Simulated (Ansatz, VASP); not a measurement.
**P: VASP beside Ansatz**

INCAR

```
PREC = Accurate
ENCUT = 520
EDIFF = 1E-6
ISMEAR = -1
SIGMA = 0.05
LREAL = False
LASPH = True
NELM = 100
ALGO = Normal
ISIF = 2
LWAVE = False
LCHARG = False
GGA = B5
ALDAX = 1.0
AGGAX = 1.0
AGGAC = 1.0
ALDAC = 0.0
NBANDS = 18
```

File KPOINTS:

```
Automatic mesh
0
Gamma
  9 9 6
```

POSCAR

```
P
1.0
    1.7482152032     -9.0236455142      0.0000000000
    1.7482152032      9.0236455142      0.0000000000
    0.0000000000      0.0000000000      5.0477860062
P
4
Direct
    0.0607075126      0.9392924874      0.9043653908
    0.5607075126      0.4392924874      0.5956346092
    0.9392924874      0.0607075126      0.0956346092
    0.4392924874      0.5607075126      0.4043653908
```

Input for Ansatz:

```yaml
crystal:
  lattice:
    - [1.7482152032, -9.0236455142, 0.0]
    - [1.7482152032, 9.0236455142, 0.0]
    - [0.0, 0.0, 5.0477860062]
  atoms:
    - { symbol: P, position: [0.0607075126, 0.9392924874, 0.9043653908] }
    - { symbol: P, position: [0.5607075126, 0.4392924874, 0.5956346092] }
    - { symbol: P, position: [0.9392924874, 0.0607075126, 0.0956346092] }
    - { symbol: P, position: [0.4392924874, 0.5607075126, 0.4043653908] }
hamiltonian:
  xc: blyp
  pseudopotentials:
    kind: paw
    azcp:
      P: "pseudopotentials/P.paw.azcp"
basis:
  ecutwfc: 420
  fft_grid_basis: typed
kpoints:
  mp_grid: { grid: [9, 9, 6], shift: [0, 0, 0] }
magnetization:
  spin_polarized: false
scf:
  occupations: { method: fermi_dirac, width: 0.05 }
output:
  stress: true
```

Alike in both runs: task single point; functional BLYP; k mesh 9 × 9 × 6; occupations fermi-dirac, width 0.05 eV; no spin polarisation.

|  | VASP | Ansatz |
| --- | --- | --- |
| version | VASP 6.6.1 | Ansatz 0.2.0 |
| potentials or method | VASP PAW PBE potentials, release 64 (P), cutoff 520 eV | plane waves (420 eV) with PAW, scalar-relativistic |
| valence electrons in the cell | 20 | 20 |

```csv
,VASP,Ansatz,Ansatz less VASP
pressure (GPa),-3.2,-3.2,+0.04
"traceless stress, the component that is largest in VASP (GPa)",1.02,1.01,-0.016
```

VASP's potentials were made for PBE, not for BLYP.
